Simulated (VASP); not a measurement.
# Ir (P6_3/mmc) in VASP: further runs, part 3 of 3

VASP 6.6.1. Earlier steps stand in the parts before.

## (5) Single point, PBEsol+D4

This run uses another cell than the first one, of 14.42 Å³/atom.

Contents of INCAR:

```
  PREC = Accurate
  ENCUT = 500
  EDIFF = 1E-6
  ISMEAR = -1
  SIGMA = 0.15
  LREAL = False
  LASPH = True
  NELM = 120
  ALGO = Normal
  ISIF = 2
  LWAVE = False
  LCHARG = False
  GGA = PS
  IVDW = 13
  NBANDS = 16
  GGA_COMPAT = False
```

Contents of KPOINTS:

```
Automatic mesh
0
Gamma
  18 18 10
```

Contents of POSCAR:

```
Ir
1.0
    2.7398475325      0.0000000000      0.0000000000
   -1.3699237662      2.3727775656      0.0000000000
    0.0000000000      0.0000000000      4.4375849843
Ir
2
Direct
    0.6666666667      0.3333333333      0.7500000000
    0.3333333333      0.6666666667      0.2500000000
```

Potentials or basis: VASP PAW PBE potentials, release 64 (Ir).

On the command line:

```bash
$ cat potpaw_PBE.64/Ir/POTCAR > POTCAR
$ mpirun -np 1 vasp_std > vasp.out
```

OUTCAR:

```text
PREC = Accurate
   ENCUT = 500
   EDIFF = 1E-6
   ISMEAR = -1
   LREAL = False
   LASPH = True
   NELM = 120
   ISIF = 2
   GGA = PS
   IVDW = 13

 ion  position               nearest neighbor table
   1  0.667  0.333  0.750-   2 2.72   2 2.72   2 2.72   2 2.72   2 2.72   2 2.72
   2  0.333  0.667  0.250-   1 2.72   1 2.72   1 2.72   1 2.72   1 2.72   1 2.72

  LATTYP: Found a hexagonal cell.
 ALAT       =     2.7398475325
 C/A-ratio  =     1.6196466890

  Lattice vectors:

 A1 = (   2.7398475325,   0.0000000000,   0.0000000000)
 A2 = (  -1.3699237662,   2.3727775656,   0.0000000000)
 A3 = (   0.0000000000,   0.0000000000,   4.4375849843)

Analysis of symmetry for initial positions (statically):
=====================================================================
 Subroutine PRICEL returns:
 Original cell was already a primitive cell.

 Routine SETGRP: Setting up the symmetry group for a
 hexagonal supercell.

 Subroutine GETGRP returns: Found 24 space group operations
 (whereof 12 operations were pure point group operations)
 out of a pool of 24 trial point group operations.

The static configuration has the point symmetry D_3d.
 The point group associated with its full space group is D_6h.

Analysis of symmetry for dynamics (positions and initial velocities):
=====================================================================
 Subroutine PRICEL returns:
 Original cell was already a primitive cell.

 Routine SETGRP: Setting up the symmetry group for a
 hexagonal supercell.

 Subroutine GETGRP returns: Found 24 space group operations
 (whereof 12 operations were pure point group operations)
 out of a pool of 24 trial point group operations.

The dynamic configuration has the point symmetry D_3d.
 The point group associated with its full space group is D_6h.

 Subroutine INISYM returns: Found 24 space group operations
 (whereof 12 operations are pure point group operations),
 and found     1 'primitive' translations

[... 111 lines left out ...]
   IALGO  =     38    algorithm
   IMIX   =      4    mixing-type and parameters
     AMIX     =   0.40;   BMIX     =  1.00
     AMIX_MAG =   1.60;   BMIX_MAG =  1.00
  volume/ion in A,a.u.               =      14.42        97.34
  Fermi-wavevector in a.u.,A,eV,Ry     =   1.398907  2.643552 26.625811  1.956942
  Thomas-Fermi vector in A             =   2.522019
   LORBIT       =      0    0 simple, 1 ext, 2 COOP (PROOUT), +10 PAW based schemes
   GGA     = PS    functional components
   LHFCALC =     F    Hartree Fock is set to
   AEXX    =    0.0000 exact exchange contribution
   IVDW    =    13    specifies the selected vdW correction
   LEPSILON=     F    determine dielectric tensor
   LRPA    =     F    only Hartree local field effects (RPA)
 non-spin polarized calculation
  energy-cutoff  :      500.00
  volume of cell :       28.85
 maximum number of plane-waves:       762
 NGX is ok and might be reduce to    20
   NGX =  9   NGY =  9   NGZ = 17

 number of electron      18.0000001 magnetization

 Free energy of the ion-electron system (eV)
  ---------------------------------------------------
  ext. energy  EPLUGINS =         0.00000000
  ---------------------------------------------------
  free energy    TOTEN  =       -19.56158751 eV

  energy without entropy =      -19.38270747  energy(sigma->0) =      -19.47214749

 E-fermi :  10.0203     XC(G=0): -13.9869

 val. band max:       10.0168036977   @ k =   0.3333   0.0556   0.4000
 cond. band min:      10.0249298569   @ k =   0.0556  -0.0000   0.4000
 fundamental gap:      0.0081261592
 Fermi energy:        10.0202728374

 k-point     1 :       0.0000    0.0000    0.0000
  band No.  band energies     occupation
      1      -1.0701      2.00000
      2       2.0010      2.00000
      3       6.1884      2.00000
      4       6.2771      2.00000
      5       6.2771      2.00000
      6       6.9232      2.00000
[... 433 lines left out ...]
      3       3.3856      2.00000
      4       5.8836      2.00000
      5       6.0233      2.00000
      6       6.5340      2.00000
[... 8 lines left out ...]
     15      20.4561      0.00000
     16      23.1406      0.00000

 [... further k-points ...]

------------------------ aborting loop because EDIFF is reached ----------------------------------------

  DFT-D4 for vdW energy calculation

  Edisp (eV):   -1.05926

  FORCE on cell =-STRESS in cart. coord.  units (eV):
  Direction    XX          YY          ZZ          XY          YZ          ZX
  --------------------------------------------------------------------------------------
  -------------------------------------------------------------------------------------
  Total      -2.07655    -2.07655    -2.06740    -0.00000     0.00000     0.00000
  in kB    -115.32507  -115.32507  -114.81672    -0.00000     0.00000     0.00000
  external pressure =     -115.16 kB  Pullay stress =        0.00 kB

 VOLUME and BASIS-vectors are now :
 -----------------------------------------------------------------------------
  energy-cutoff  :      500.00
  volume of cell :       28.85
      direct lattice vectors                 reciprocal lattice vectors
     2.739847532  0.000000000  0.000000000     0.364983813  0.210723503  0.000000000
    -1.369923766  2.372777566  0.000000000     0.000000000  0.421447006  0.000000000
     0.000000000  0.000000000  4.437584984     0.000000000  0.000000000  0.225347797

 POSITION                                       TOTAL-FORCE (eV/Angst)
 -----------------------------------------------------------------------------------
      1.36992      0.79093      3.32819         0.000000      0.000000      0.000000
     -0.00000      1.58185      1.10940        -0.000000      0.000000      0.000000
 -----------------------------------------------------------------------------------
    total drift:                               -0.000000      0.000000     -0.000000

  FREE ENERGIE OF THE ION-ELECTRON SYSTEM (eV)
  ---------------------------------------------------
  free  energy   TOTEN  =       -20.6208461936 eV

  energy  without entropy=      -20.4419661518  energy(sigma->0) =      -20.53140617
```

OSZICAR:

```text
N       E                     dE             d eps       ncg     rms          rms(c)
DAV:   1     0.137506986730E+03    0.13751E+03   -0.82394E+03  7112   0.109E+03
DAV:   2    -0.171425833325E+02   -0.15465E+03   -0.13925E+03  7112   0.304E+02
DAV:   3    -0.207715541614E+02   -0.36290E+01   -0.35744E+01  9880   0.550E+01
DAV:   4    -0.208112065604E+02   -0.39652E-01   -0.39643E-01  8032   0.491E+00
DAV:   5    -0.208123114593E+02   -0.11049E-02   -0.11049E-02  9992   0.858E-01    0.218E+01
DAV:   6    -0.197589367728E+02    0.10534E+01   -0.13559E+00  8936   0.149E+01    0.868E+00
DAV:   7    -0.195751126865E+02    0.18382E+00   -0.38890E-01  9648   0.747E+00    0.215E+00
DAV:   8    -0.195683819319E+02    0.67308E-02   -0.54134E-03  7968   0.627E-01    0.142E+00
DAV:   9    -0.195615902971E+02    0.67916E-02   -0.56319E-03  9008   0.959E-01    0.220E-02
DAV:  10    -0.195615878524E+02    0.24446E-05   -0.38434E-05 10640   0.576E-02    0.209E-02
DAV:  11    -0.195615875111E+02    0.34135E-06   -0.39374E-06  9168   0.203E-02
   1 F= -.20620846E+02 E0= -.20531406E+02  d E =-.178880E+00
```

stdout:

```text
POSCAR found type information on POSCAR Ir
 POSCAR found :  1 types and       2 ions
 scaLAPACK will be used
 -----------------------------------------------------------------------------
|                                                                             |
|                                                                             |
|     You enforced a specific xc type in the INCAR file but a different       |
|     I HOPE YOU KNOW WHAT YOU ARE DOING!                                     |
|                                                                             |
 -----------------------------------------------------------------------------

 LDA part: xc-table for (Slater+PW92), standard interpolation
 POSCAR, INCAR and KPOINTS ok, starting setup
 FFT: planning ... GRIDC
 FFT: planning ... GRID_SOFT
 FFT: planning ... GRID
 WAVECAR not read
 entering main loop
```

Run time: 90 s. Hardware: 1 thread of Intel Xeon 8259CL, shared host; peak memory 0.21 GiB.

Results:

```yaml
Free_energy: -20.6208 eV
Pressure: -11.5 GPa
Band_gap_on_the_k_mesh: zero (bands 9 and 10 overlap by 3.26 eV)
Dispersion_energy_per_atom: -0.530 eV
```

Caveat: the cell stands under tension; the PAW data sets were made with another functional, which shifts forces and pressure a little; spin-orbit coupling is left out, which moves the levels of the heavy elements.

## (6) Overview

| level | cell | gap on the mesh (eV) | pressure (GPa) |
| --- | --- | --- | --- |
| PBEsol | a = 2.688, b = 2.688, c = 4.360 Å, angles 90.0, 90.0, 120.0°, 2 atoms | none | 16.3 |
| PBEsol | a = 2.703, b = 2.703, c = 4.382 Å, angles 90.0, 90.0, 120.0°, 2 atoms | none | 9.1 |
| PBEsol | a = 2.721, b = 2.721, c = 4.410 Å, angles 90.0, 90.0, 120.0°, 2 atoms | none | 0.9 |
| PBEsol+D4 | a = 2.740, b = 2.740, c = 4.438 Å, angles 90.0, 90.0, 120.0°, 2 atoms | none | -11.5 |

Alike in all rows: task single point; potentials or basis VASP PAW PBE potentials, release 64 (Ir); no spin polarisation; k mesh 18 × 18 × 10; cutoff (eV) 500; smearing fermi-dirac 0.15 eV.

Caveats: the PAW data sets were made with another functional, which shifts forces and pressure a little; spin-orbit coupling is left out, which moves the levels of the heavy elements; the cell stands under pressure (at least some runs); the cell stands under tension (at least some runs).

Total energies depend on the potentials used, so only differences within one code and one set of settings carry meaning.
